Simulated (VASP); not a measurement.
# Co (Im-3m) in VASP: further runs, part 2 of 2

VASP 6.6.1. Earlier steps stand in the parts before.

**4. Single point, BLYP**

This run uses another cell than the first one, of 11.06 Å³/atom, 1.087 times its volume.

The input, INCAR:

```
  PREC = Accurate
  ENCUT = 520
  EDIFF = 1E-6
  ISMEAR = -1
  SIGMA = 0.1
  LREAL = False
  LASPH = True
  NELM = 80
  ALGO = Normal
  ISIF = 2
  LWAVE = False
  LCHARG = False
  GGA = B5
  ALDAX = 1.0
  AGGAX = 1.0
  AGGAC = 1.0
  ALDAC = 0.0
  NBANDS = 10
```

The input, KPOINTS:

```
regular mesh
0
Gamma
  18 18 18
```

The input, POSCAR:

```
Co
1.0
   -1.4037292630      1.4037292630      1.4037292630
    1.4037292630     -1.4037292630      1.4037292630
    1.4037292630      1.4037292630     -1.4037292630
Co
1
Direct
    0.0000000000      0.0000000000      0.0000000000
```

Potentials or basis: VASP PAW PBE potentials, release 64 (Co).

Command:

```
$ cat potpaw_PBE.64/Co/POTCAR > POTCAR
$ mpirun -np 1 vasp_std > vasp.out
```

OUTCAR:

```text
PREC = Accurate
   ENCUT = 520
   EDIFF = 1E-6
   ISMEAR = -1
   LREAL = False
   LASPH = True
   NELM = 80
   ISIF = 2
   GGA = B5

 ion  position               nearest neighbor table
   1  0.000  0.000  0.000-

  LATTYP: Found a body centered cubic cell.
 ALAT       =     2.8074585260

  Lattice vectors:

 A1 = (  -1.4037292630,   1.4037292630,   1.4037292630)
 A2 = (   1.4037292630,  -1.4037292630,   1.4037292630)
 A3 = (   1.4037292630,   1.4037292630,  -1.4037292630)

Analysis of symmetry for initial positions (statically):
=====================================================================
 Subroutine PRICEL returns:
 Original cell was already a primitive cell.

 Routine SETGRP: Setting up the symmetry group for a
 body centered cubic supercell.

 Subroutine GETGRP returns: Found 48 space group operations
 (whereof 48 operations were pure point group operations)
 out of a pool of 48 trial point group operations.

The static configuration has the point symmetry O_h .

[... 161 lines left out ...]
 fundamental gap:      0.0071476134
 Fermi energy:        10.2709558736

 k-point     1 :       0.0000    0.0000    0.0000
  band No.  band energies     occupation
      1       1.8279      2.00000
      2       8.5554      2.00000
      3       8.5554      2.00000
      4       8.5554      2.00000
      5      10.0026      1.87212
      6      10.0026      1.87212
      7      36.2048      0.00000
      8      36.2048      0.00000
      9      36.2048      0.00000
     10      41.5244      0.00000
[... 287 lines left out ...]
 k-point    24 :       0.3889    0.1111   -0.0000
  band No.  band energies     occupation
      1       6.1799      2.00000
      2       7.5819      2.00000
      3       9.2033      1.99995
      4       9.9295      1.93629
      5      10.4238      0.35636
      6      12.2883      0.00000
      7      18.5329      0.00000
      8      26.8723      0.00000
      9      30.0902      0.00000
     10      35.9603      0.00000

 [... further k-points ...]

------------------------ aborting loop because EDIFF is reached ----------------------------------------

  FORCE on cell =-STRESS in cart. coord.  units (eV):
  Direction    XX          YY          ZZ          XY          YZ          ZX
  --------------------------------------------------------------------------------------
  -------------------------------------------------------------------------------------
  Total       -0.0132869     -0.0132869     -0.0132869     -0.0000000      0.0000000      0.0000000
  in kB       -1.9240870     -1.9240870     -1.9240870     -0.0000000      0.0000000      0.0000000
  external PRESSURE =      -1.9240870 kB  Pullay stress =       0.0000000 kB

 VOLUME and BASIS-vectors are now :
 -----------------------------------------------------------------------------
  energy-cutoff  :      520.00
  volume of cell :       11.06
      direct lattice vectors                 reciprocal lattice vectors
    -1.403729263  1.403729263  1.403729263     0.000000000  0.356194042  0.356194042
     1.403729263 -1.403729263  1.403729263     0.356194042  0.000000000  0.356194042
     1.403729263  1.403729263 -1.403729263     0.356194042  0.356194042  0.000000000

 POSITION                                       TOTAL-FORCE (eV/Angst)
 -----------------------------------------------------------------------------------
      0.00000      0.00000      0.00000         0.000000      0.000000      0.000000
 -----------------------------------------------------------------------------------
    total drift:                                0.000000      0.000000      0.000000

  FREE ENERGIE OF THE ION-ELECTRON SYSTEM (eV)
  ---------------------------------------------------
  free  energy   TOTEN  =        -5.6955216684 eV

  energy  without entropy=       -5.5788839191  energy(sigma->0) =       -5.63720279
```

stdout:

```text
POSCAR found type information on POSCAR Co
 POSCAR found :  1 types and       1 ions
 scaLAPACK will be used
 -----------------------------------------------------------------------------
|                                                                             |
|                                                                             |
|     You enforced a specific xc type in the INCAR file but a different       |
|     I HOPE YOU KNOW WHAT YOU ARE DOING!                                     |
|                                                                             |
 -----------------------------------------------------------------------------

 LDA part: xc-table for (Slater(with rela. corr.)+VWN5), standard interpolation
 POSCAR, INCAR and KPOINTS ok, starting setup
 FFT: planning ... GRIDC
 FFT: planning ... GRID_SOFT
 FFT: planning ... GRID
 WAVECAR not read
 entering main loop
```

Run time: 12 s. Hardware: 1 thread of Intel Xeon 6975P-C, shared host; peak memory 0.13 GiB.

Results:

```
Free energy : -5.6955 eV
Pressure    : -0.2 GPa
```

Caveat: the PAW data sets were made with another functional, which shifts forces and pressure a little; the run has no spin polarisation, though such a crystal can be magnetic. Spin polarisation is off, so any magnetic state and its effect on volume and gap are missing.

**5. Overview**

| cell | gap on the mesh (eV) | pressure (GPa) |
| --- | --- | --- |
| a = 2.365 Å, angles 109.5°, 1 atom | none | 20.5 |
| a = 2.398 Å, angles 109.5°, 1 atom | none | 8.9 |
| a = 2.431 Å, angles 109.5°, 1 atom | none | -0.2 |

Alike in all rows: task single point; level BLYP; potentials or basis VASP PAW PBE potentials, release 64 (Co); no spin polarisation; k mesh 18 × 18 × 18; cutoff (eV) 520; smearing fermi-dirac 0.1 eV.

Caveats: the PAW data sets were made with another functional, which shifts forces and pressure a little; the run has no spin polarisation, though such a crystal can be magnetic.

Absolute energies hang on the potentials; compare differences alone.
